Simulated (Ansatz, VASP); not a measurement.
# Sn in VASP and in Ansatz

File INCAR:

```
SYSTEM = Sn
PREC = Accurate
ENCUT = 520
EDIFF = 1E-6
ISMEAR = 0
SIGMA = 0.15
LREAL = .FALSE.
LASPH = .TRUE.
NELM = 80
ALGO = Fast
ISIF = 2
LWAVE = .FALSE.
LCHARG = .FALSE.
GGA = PS
NBANDS = 13
```

File KPOINTS:

```
regular mesh
0
G
  20 20 20
  0 0 0
```

File POSCAR:

```
Sn
1.0
   -2.3290810660      1.9184831881      1.9184831881
    1.9184831881     -2.3290810660      1.9184831881
    1.9184831881      1.9184831881     -2.3290810660
Sn
1
Direct
    0.0000000000      0.0000000000      0.0000000000
```

Input for Ansatz:

```yaml
crystal:
  lattice:
    - [-2.329081066, 1.9184831881, 1.9184831881]
    - [1.9184831881, -2.329081066, 1.9184831881]
    - [1.9184831881, 1.9184831881, -2.329081066]
  atoms:
    - { symbol: Sn, position: [0.0, 0.0, 0.0] }
basis:
  ecutwfc: 420
kpoints:
  mp_grid: { grid: [20, 20, 20] }
hamiltonian:
  xc: pbesol
scf:
  occupations: { method: gaussian, width: 0.15 }
output:
  forces: true
  stress: true
  eigenvalues: true
  write_density: true
  write_potential: true
  elf: true
  volumetric_format: npy
```

Alike in both runs: task single point; functional PBEsol; k mesh 20 × 20 × 20; occupations gaussian, width 0.15 eV; no spin polarisation.

|  | VASP | Ansatz |
| --- | --- | --- |
| version | VASP 6.6.1 | Ansatz 0.2.0 |
| potentials or method | VASP PAW PBE potentials, release 64 (Sn_d), cutoff 520 eV | scalar-relativistic, plane waves, PAW |
| valence electrons in the cell | 14 | 14 |

Ansatz gave:

- gap on the k mesh at the Fermi level (eV): none
- pressure (GPa): 7.9
- traceless stress, the component that is largest in VASP (GPa): 12.77

Problem. What did VASP give for the same quantities?

Solution. gap on the k mesh at the Fermi level (eV): none; pressure (GPa): 7.8; traceless stress, the component that is largest in VASP (GPa): 12.72.

VASP's potentials were made for PBE, not for PBEsol. A gap of «none» marks a metal or a gap that the smearing closes. The functional is the same, so the differences come from potentials, cutoffs and numerics.
